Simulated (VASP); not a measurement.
Wanted: the native input for a VASP 6.6.1 run.

| Property | Result |
| --- | --- |
| Task | single point |
| Functional | LDA |
| Potentials or basis | VASP PAW LDA potentials, release 64 (Ti_sv, N) |
| Cutoff | 520 eV |
| k mesh | 9 × 9 × 9 |
| Occupations | fermi-dirac, width 0.15 eV |
| Spin | no spin polarisation |
| Dipole correction | no |
| Further INCAR settings | ALGO = Normal; EDIFF = 1e-07; NBANDS = 16 |

The structure of TiN (Osbornite) lies in POSCAR:

```
TiN
1.0
    0.0000000000      2.0609157228      2.0609157228
    2.0609157228      0.0000000000      2.0609157228
    2.0609157228      2.0609157228      0.0000000000
Ti N
1 1
Direct
    0.0000000000      0.0000000000      0.0000000000
    0.5000000000      0.5000000000      0.5000000000
```

The input as run:

INCAR

```
PREC     = Accurate       # precision mode
ENCUT    = 520            # plane-wave cutoff, eV
EDIFF    = 1E-7           # SCF threshold, eV
ISMEAR   = -1             # smearing method
SIGMA    = 0.15           # smearing width, eV
LREAL    = False          # projectors in reciprocal space
LASPH    = True           # aspherical terms in the spheres
NELM     = 80             # most SCF steps
ALGO     = Normal         # electronic algorithm
ISIF     = 2              # what is computed and relaxed
LWAVE    = False          # write WAVECAR
LCHARG   = False          # write CHGCAR
NBANDS   = 16             # bands
```

KPOINTS

```
Automatic mesh
0
Gamma
  9 9 9
```

Potentials or basis: VASP PAW LDA potentials, release 64 (Ti_sv, N).

Command:

```console
$ cat potpaw_LDA.64/Ti_sv/POTCAR potpaw_LDA.64/N/POTCAR > POTCAR
$ mpirun -np 1 vasp_std > vasp.out
```

It gave:

- Pressure: 13.8 GPa

It took 11 s on 1 thread of Intel(R) Xeon(R) Platinum 8375C CPU @ 2.90GHz (Ice Lake) (shared host), peak memory 0.13 GiB.
